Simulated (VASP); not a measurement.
# Hg (P-1) in VASP: single point with LDA

Aim: the single point of Hg with LDA.

All numbers are computed with VASP 6.6.1; they aren't measurements. Logs are shortened: lines on timing, memory, paths and dates and some standing lists are left out, and cuts for length are marked.

**1. The cell of the first run**

The typed cell holds 1 atom: a = 3.003 Å, b = 2.991 Å, c = 2.997 Å, α = 70.24°, β = 70.79°, γ = 70.52°.

**2. Single point, LDA (strain +0.0100 x Voigt [0, 0, 0, 0, 0, 1])**

Contents of INCAR:

```
ALGO = Fast
EDIFF = 1E-6
ENCUT = 520
ISIF = 2
ISMEAR = 0
LASPH = T
LCHARG = T
LELF = T
LREAL = F
LVHAR = T
LWAVE = F
NBANDS = 12
NELM = 60
PREC = Accurate
SIGMA = 0.15
```

Contents of KPOINTS:

```
k-points
0
Gamma
  18 18 18
```

Contents of POSCAR:

```
Hg
1.0
    1.7349945364      1.0074662309      2.2340000000
   -1.7250063742      0.9901662263      2.2340000000
   -0.0099881623     -1.9976324571      2.2340000000
Hg
1
Direct
    0.0000000000      0.0000000000      0.0000000000
```

Potentials or basis: VASP PAW LDA potentials, release 64 (Hg).

Launch:

```bash
cat potpaw_LDA.64/Hg/POTCAR > POTCAR
mpirun -np 1 vasp_std > vasp.out
```

OUTCAR:

```text
EDIFF = 1E-6
   ENCUT = 520
   ISIF = 2
   ISMEAR = 0
   LASPH = T
   LREAL = F
   NELM = 60
   PREC = Accurate

 ion  position               nearest neighbor table
   1  0.000  0.000  0.000-

  LATTYP: Found a triclinic cell.
 ALAT       =     2.9911255652
 B/A-ratio  =     2.3096003974
 C/A-ratio  =     1.0019294953
 COS(alpha) =     0.0019070737
 COS(beta)  =     0.3380148745
 COS(gamma) =     0.8642782053

  Lattice vectors:

 A1 = (   1.7250063742,  -0.9901662263,  -2.2340000000)
 A2 = (   1.7050300497,  -4.9854311406,  -4.4680000000)
 A3 = (   0.0099881623,   1.9976324571,  -2.2340000000)

Analysis of symmetry for initial positions (statically):
=====================================================================
 Subroutine PRICEL returns:
 Original cell was already a primitive cell.

 Routine SETGRP: Setting up the symmetry group for a
 triclinic supercell.

 Subroutine GETGRP returns: Found  2 space group operations
 (whereof  2 operations were pure point group operations)
 out of a pool of  2 trial point group operations.

The static configuration has the point symmetry S_2 .

Analysis of symmetry for dynamics (positions and initial velocities):
=====================================================================
 Subroutine PRICEL returns:
 Original cell was already a primitive cell.

 Routine SETGRP: Setting up the symmetry group for a
 triclinic supercell.

 Subroutine GETGRP returns: Found  2 space group operations
 (whereof  2 operations were pure point group operations)
 out of a pool of  2 trial point group operations.

The dynamic configuration has the point symmetry S_2 .

 Subroutine INISYM returns: Found  2 space group operations
 (whereof  2 operations are pure point group operations),
 and found     1 'primitive' translations

----------------------------------------------------------------------------------------

                                     Primitive cell

  volume of cell :      23.1609

  direct lattice vectors                    reciprocal lattice vectors
     1.734994536  1.007466231  2.234000000     0.288190149  0.165423245  0.149209191
    -1.725006374  0.990166226  2.234000000    -0.289858832  0.168313490  0.149209191
    -0.009988162 -1.997632457  2.234000000     0.001668684 -0.333736735  0.149209191

  length of vectors
     3.002657198  2.991125565  2.996896928     0.364255123  0.366893658  0.365576771

  position of ions in fractional coordinates (direct lattice)
     0.000000000  0.000000000  0.000000000

  ion indices of the primitive-cell ions
   primitive index   ion index
                 1           1

----------------------------------------------------------------------------------------

 KPOINTS: k-points

Automatic generation of k-mesh.
 Grid dimensions read from file:
 generate k-points for:   18   18   18

 Generating k-lattice:

  Cartesian coordinates                     Fractional coordinates (reciprocal lattice)
     0.016010564  0.009190180  0.008289400     0.055555556  0.000000000  0.000000000
    -0.016103268  0.009350749  0.008289400     0.000000000  0.055555556  0.000000000
     0.000092705 -0.018540930  0.008289400     0.000000000  0.000000000  0.055555556

  Length of vectors
     0.020236396  0.020382981  0.020309821

  Shift w.r.t. Gamma in fractional coordinates (k-lattice)
     0.000000000  0.000000000  0.000000000

 Subroutine IBZKPT returns following result:
 ===========================================

 Found   2920 irreducible k-points:

 Following reciprocal coordinates:
            Coordinates               Weight
  0.000000  0.000000  0.000000      1.000000
  0.055556  0.000000 -0.000000      2.000000
  0.111111  0.000000 -0.000000      2.000000
  0.166667  0.000000 -0.000000      2.000000
  0.222222  0.000000 -0.000000      2.000000
  0.277778  0.000000 -0.000000      2.000000
[... 16 lines left out ...]
 -0.333333  0.055556  0.000000      2.000000
 -0.277778  0.055556  0.000000      2.000000
 [... further k-points ...]
   k-points           NKPTS =   2920   k-points in BZ     NKDIM =   2920   number of bands    NBANDS=     12
   number of dos      NEDOS =    301   number of ions     NIONS =      1
   total plane-waves  NPLWV =  13824
   dimension x,y,z NGX =    24 NGY =   24 NGZ =   24
   dimension x,y,z NGXF=    48 NGYF=   48 NGZF=   48
   ions per type =               1
   NGX,Y,Z   is equivalent  to a cutoff of  13.29, 13.34, 13.31 a.u.
   NGXF,Y,Z  is equivalent  to a cutoff of  26.58, 26.68, 26.63 a.u.
 SYSTEM =  unknown system
   PREC   = accura    normal or accurate (medium, high low for compatibility)
   ISTART =      0    job   : 0-new  1-cont  2-samecut
   ICHARG =      2    charge: 1-file 2-atom 10-const
   ISPIN  =      1    spin polarized calculation?
   LNONCOLLINEAR =      F non collinear calculations
   LSORBIT =      F    spin-orbit coupling
   LASPH  =      T    aspherical Exc in radial PAW
   ENCUT  =  520.0 eV  38.22 Ry    6.18 a.u.   5.58  5.56  5.57*2*pi/ulx,y,z
   NELM   =     60;   NELMIN=  2; NELMDL= -5     # of ELM steps
   EDIFF  = 0.1E-05   stopping-criterion for ELM
   LREAL  =      F    real-space projection
   EDIFFG = 0.1E-04   stopping-criterion for IOM
   NSW    =      0    number of steps for IOM
   IBRION =     -1    ionic relax: 0-MD 1-quasi-New 2-CG
   NFREE  =      0    steps in history (QN), initial steepest desc. (CG)
   ISIF   =      2    stress and relaxation
   ISYM   =      2    0-nonsym 1-usesym 2-fastsym
   POTIM  = 0.5000    time-step for ionic-motion
   TEBEG  =    0.0;   TEEND  =   0.0 temperature during run
   PSTRESS=    0.0 pullay stress
   NELECT =      12.0000    total number of electrons
   NUPDOWN=      -1.0000    fix difference up-down
   EMIN   =  10.00;   EMAX   =-10.00  energy-range for DOS
   EFERMI =   0.00;   METHOD = LEGACY
   ISMEAR =     0;   SIGMA  =   0.15  broadening in eV -4-tet -1-fermi 0-gaus
   EFERMI_NEDOS =   21; number of points for ismear=-14 and -15
   IALGO  =     68    algorithm
   IMIX   =      4    mixing-type and parameters
     AMIX     =   0.40;   BMIX     =  1.00
     AMIX_MAG =   1.60;   BMIX_MAG =  1.00
  volume/ion in A,a.u.               =      23.16       156.30
  Fermi-wavevector in a.u.,A,eV,Ry     =   1.314872  2.484748 23.522952  1.728888
  Thomas-Fermi vector in A             =   2.445094
   LORBIT       =      0    0 simple, 1 ext, 2 COOP (PROOUT), +10 PAW based schemes
   GGA     = CA    functional components
   LHFCALC =     F    Hartree Fock is set to
   AEXX    =    0.0000 exact exchange contribution
   IVDW    =     0    specifies the selected vdW correction
   LEPSILON=     F    determine dielectric tensor
   LRPA    =     F    only Hartree local field effects (RPA)
 non-spin polarized calculation
 RMM-DIIS sequential band-by-band and
 Gauss-broadening in eV      SIGMA  =   0.15
  energy-cutoff  :      520.00
  volume of cell :       23.16
 maximum number of plane-waves:       644
   NGX = 11   NGY = 11   NGZ = 11

 number of electron      12.0000003 magnetization

 Free energy of the ion-electron system (eV)
  ---------------------------------------------------
  ext. energy  EPLUGINS =         0.00000000
  ---------------------------------------------------
  free energy    TOTEN  =        -0.96109839 eV

  energy without entropy =       -0.95740213  energy(sigma->0) =       -0.95925026

 E-fermi :   2.7473     XC(G=0): -11.2648

 val. band max:        2.7463385707   @ k =  -0.2222   0.5000   0.4444
 cond. band min:       2.7516138798   @ k =  -0.3889   0.2222   0.1111
 fundamental gap:      0.0052753091
 Fermi energy:         2.7473212223

 k-point     1 :       0.0000    0.0000    0.0000
  band No.  band energies     occupation
      1      -6.6617      2.00000
      2      -5.0585      2.00000
      3      -5.0459      2.00000
      4      -3.7239      2.00000
      5      -3.5515      2.00000
      6      -3.5359      2.00000
      7      14.8868      0.00000
      8      15.2558      0.00000
      9      15.4407      0.00000
     10      19.9269      0.00000
     11      21.1035      0.00000
     12      21.2373      0.00000

 k-point     2 :       0.0556    0.0000   -0.0000
  band No.  band energies     occupation
      1      -6.5920      2.00000
      2      -5.0431      2.00000
      3      -5.0353      2.00000
      4      -3.7227      2.00000
      5      -3.5550      2.00000
      6      -3.5447      2.00000
      7      14.3058      0.00000
      8      15.1153      0.00000
      9      15.4738      0.00000
     10      20.3339      0.00000
     11      21.1864      0.00000
     12      21.4435      0.00000

 k-point     3 :       0.1111    0.0000   -0.0000
  band No.  band energies     occupation
      1      -6.3947      2.00000
      2      -5.0292      2.00000
      3      -4.9655      2.00000
      4      -3.7171      2.00000
      5      -3.5724      2.00000
      6      -3.5588      2.00000
      7      12.7020      0.00000
      8      15.2134      0.00000
      9      15.5861      0.00000
     10      20.5938      0.00000
     11      21.0785      0.00000
     12      22.5566      0.00000
[... 286 lines left out ...]
 k-point    23 :      -0.3333    0.0556    0.0000
  band No.  band energies     occupation
      1      -5.6047      2.00000
      2      -5.0115      2.00000
      3      -3.7333      2.00000
      4      -3.6589      2.00000
      5      -3.3988      2.00000
      6      -2.7316      2.00000
      7       4.9516      0.00000
      8      14.1009      0.00000
      9      15.9508      0.00000
     10      20.4152      0.00000
     11      20.5037      0.00000
     12      22.1112      0.00000

 k-point    24 :      -0.2778    0.0556    0.0000
  band No.  band energies     occupation
      1      -5.6362      2.00000
      2      -4.9973      2.00000
      3      -3.8829      2.00000
      4      -3.7114      2.00000
      5      -3.5880      2.00000
      6      -3.3027      2.00000
      7       6.7035      0.00000
      8      14.0504      0.00000
      9      16.1343      0.00000
     10      20.2595      0.00000
     11      21.0119      0.00000
     12      22.4036      0.00000

 [... further k-points ...]
[... 5 lines left out ...]
  --------------------------------------------------------------------------------------
  -------------------------------------------------------------------------------------
  Total       -0.1219696     -0.1220516     -0.2731307     -0.0089192      0.0007157     -0.0027248
  in kB       -8.4373658     -8.4430397    -18.8940818     -0.6169942      0.0495105     -0.1884925
  external PRESSURE =     -11.9248291 kB  Pullay stress =       0.0000000 kB

 VOLUME and BASIS-vectors are now :
 -----------------------------------------------------------------------------
  energy-cutoff  :      520.00
  volume of cell :       23.16
      direct lattice vectors                 reciprocal lattice vectors
     1.734994536  1.007466231  2.234000000     0.288190149  0.165423245  0.149209191
    -1.725006374  0.990166226  2.234000000    -0.289858832  0.168313490  0.149209191
    -0.009988162 -1.997632457  2.234000000     0.001668684 -0.333736735  0.149209191

 POSITION                                       TOTAL-FORCE (eV/Angst)
 -----------------------------------------------------------------------------------
      0.00000      0.00000      0.00000         0.000000     -0.000000     -0.000000
 -----------------------------------------------------------------------------------
    total drift:                               -0.000000     -0.000000     -0.000000

  FREE ENERGIE OF THE ION-ELECTRON SYSTEM (eV)
  ---------------------------------------------------
  free  energy   TOTEN  =        -0.9610983905 eV

  energy  without entropy=       -0.9574021334  energy(sigma->0) =       -0.95925026
```

Wall time 11 min (1 thread of Oxide Virtual Turin-like, shared host); peak memory 0.77 GiB.

What came out:

```yaml
Free_energy: -0.9611 eV
Pressure: -1.2 GPa
Band_gap_on_the_k_mesh: zero (band 6 reaches 3.92 eV, above the bottom of band 7 at 0.59 eV)
```

Stress tensor (GPa, compression positive):
```
-0.84 -0.06 -0.02
-0.06 -0.84  0.00
-0.02  0.00 -1.89
```

Levels at points of the mesh, in eV from the Fermi level:
```tsv
k point	band 4	band 5	band 6	band 7	band 8	band 9
(0.00, 0.00, 0.00)	-6.47	-6.30	-6.28	12.14	12.51	12.69
(0.50, 0.00, 0.00)	-6.35	-5.96	-2.28	-2.16	12.43	12.71
(0.00, 0.50, 0.00)	-6.34	-5.95	-2.17	-2.12	12.24	12.46
(0.50, 0.50, 0.00)	-6.01	-5.48	-0.25	0.75	4.64	9.92
(0.00, 0.00, 0.50)	-6.35	-5.96	-2.22	-2.14	12.34	12.59
(0.50, 0.00, 0.50)	-6.00	-5.49	-0.22	0.77	4.53	9.96
(0.00, 0.50, 0.50)	-6.02	-5.48	-0.29	0.72	4.75	9.88
(0.50, 0.50, 0.50)	-5.59	-5.58	-0.30	1.25	9.23	9.39
```

Caveat: the cell differs from its parent crystal (strain +0.0100 x Voigt [0, 0, 0, 0, 0, 1]); spin-orbit coupling is left out, which moves the levels of the heavy elements.
